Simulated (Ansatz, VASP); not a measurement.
**Two plane-wave programs on Br**

The input INCAR:

```
PREC = Accurate ; ENCUT = 600
EDIFF = 1E-6 ; ISMEAR = 0
SIGMA = 0.1 ; LREAL = False
LASPH = True ; NELM = 100
ALGO = Normal ; ISIF = 3
LWAVE = False ; LCHARG = False
GGA = PE ; IBRION = 2
NSW = 90 ; EDIFFG = -0.04
```

Contents of KPOINTS:

```
Automatic mesh
0
Gamma
  6 6 4
```

Contents of POSCAR:

```
Br
1.0
    4.3353071800      0.0000000000      0.0000000000
   -2.1676535900      3.7544861500      0.0000000000
    0.0000000000      0.0000000000      4.1902252600
Br
2
Direct
    0.6666666700      0.3333333300      0.0000000000
    0.3333333300      0.6666666700      0.0000000000
```

Input for Ansatz:

```yaml
crystal:
  lattice:
    - [4.33530718, 0.0, 0.0]
    - [-2.16765359, 3.75448615, 0.0]
    - [0.0, 0.0, 4.19022526]
  atoms:
    - { symbol: Br, position: [0.66666667, 0.33333333, 0.0] }
    - { symbol: Br, position: [0.33333333, 0.66666667, 0.0] }
basis:
  ecutwfc: 420
kpoints:
  mp_grid: { grid: [6, 6, 4] }
hamiltonian:
  xc: pbe
scf:
  occupations: { method: gaussian, width: 0.1 }
  lower_state_search: "off"
output:
  forces: true
  stress: true
  eigenvalues: true
relax:
  adjacent_minimum: "off"
  f_tol: 0.04
  max_steps: 70
  cell: { stress_tol: 0.4 }
```

Alike in both runs: task relaxation of cell and atoms; functional PBE; k mesh 6 × 6 × 4; occupations gaussian, width 0.1 eV; no spin polarisation.

|  | VASP | Ansatz |
| --- | --- | --- |
| version | VASP 6.6.1 | Ansatz 0.2.0 |
| potentials or method | VASP PAW PBE potentials, release 64 (Br), cutoff 600 eV | scalar-relativistic, plane waves, PAW |
| valence electrons in the cell | 14 | 14 |

VASP gave:

| Item | Value |
| --- | --- |
| gap on the k mesh at the Fermi level, each at its own relaxed structure (eV) | none |
| relaxed volume (Å³/atom) | 48.74 |
| relaxed length of the cell vector where the two differ most in proportion (Å) | 4.676 |

Q: Estimate Ansatz's values.

A: gap on the k mesh at the Fermi level, each at its own relaxed structure (eV): none; relaxed volume (Å³/atom): 46.25; relaxed length of the cell vector where the two differ most in proportion (Å): 4.450.

A gap of «none» marks a metal or a gap that the smearing closes. One of these differences is far larger than is usual between the two programs; its cause wasn't traced.

The k mesh is coarse, so the values compare programs but aren't converged. Noted on VASP's run: the volume moved by over 15 % at a fixed basis, so the end points are rough.
